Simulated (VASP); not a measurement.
A run of VASP 6.6.1 is set up as follows.

File INCAR:

```
PREC = Accurate
ENCUT = 600
EDIFF = 1E-6
ISMEAR = 0
SIGMA = 0.1
LREAL = False
LASPH = True
NELM = 200
ALGO = Normal
ISIF = 2
LWAVE = False
LCHARG = True
ISPIN = 2
MAGMOM = 3.8 0.35
LORBIT = 11
LMAXMIX = 4
GGA = PE
LELF = True
LVHAR = True
NBANDS = 18
GGA_COMPAT = False
```

KPOINTS

```
regular mesh
0
Gamma
  18 18 18
```

The input POSCAR:

```
FeO
1.0
    1.5232631101      0.8794563667      2.4878960929
   -1.5232631101      0.8794563667      2.4878960929
    0.0000000000     -1.7589127333      2.4878960929
Fe O
1 1
Direct
    0.0000000000      0.0000000000      0.0000000000
    0.5000000000      0.5000000000      0.5000000000
```

Potentials or basis: VASP PAW PBE potentials, release 64 (Fe, O).

Launch:

```sh
$ cat potpaw_PBE.64/Fe/POTCAR potpaw_PBE.64/O/POTCAR > POTCAR
$ mpirun -np 1 vasp_std > vasp.out
```

Problem. Predict the pressure.

Solution. -0.1 GPa.

Problem. What does it give for the net moment?

Solution. 4.00 μB per cell.

Caveat: a cell with one magnetic atom can't hold antiferromagnetic order, which such compounds often take.
